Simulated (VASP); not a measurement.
Here is a VASP 6.6.1 calculation.

The input INCAR:

```
ALGO = Normal ; EDIFF = 1E-7
EDIFFG = -0.002 ; ENCUT = 600
GGA = PS ; IBRION = 2
ISIF = 3 ; ISMEAR = -1
LASPH = True ; LCHARG = False
LREAL = False ; LWAVE = False
NELM = 100 ; NSW = 100
PREC = Accurate ; SIGMA = 0.08
```

Contents of KPOINTS:

```
k-points
0
Gamma
  12 12 12
```

The input POSCAR:

```
NaH
1.0
    2.4400000000      2.4400000000      0.0000000000
   -2.4400000000      2.4400000000      0.0000000000
    0.0000000000      2.4400000000      2.4400000000
Na H
1 1
Direct
    0.0000000000      0.0000000000      0.0000000000
    0.5000000000      0.5000000000      0.0000000000
```

Potentials or basis: VASP PAW PBE potentials, release 64 (Na_pv, H).

Command:

```bash
$ cat potpaw_PBE.64/Na_pv/POTCAR potpaw_PBE.64/H/POTCAR > POTCAR
$ mpirun -np 1 vasp_std > vasp.out
```

(1) Estimate the relaxed cell.

(2) Estimate the band gap on the k mesh.

(3) Predict the space group after relaxing (to 0.1 Å).

(4) Predict the relaxed volume.

## Answers

(1) a = 3.388 Å, b = 3.388 Å, c = 3.388 Å, α = 60.00°, β = 60.00°, γ = 90.00°.

(2) 3.60 eV (least direct gap 4.51 eV).

(3) Fm-3m (No. 225).

(4) 13.76 Å³/atom.

Caveat: the PAW data sets were made with another functional, which shifts forces and pressure a little.
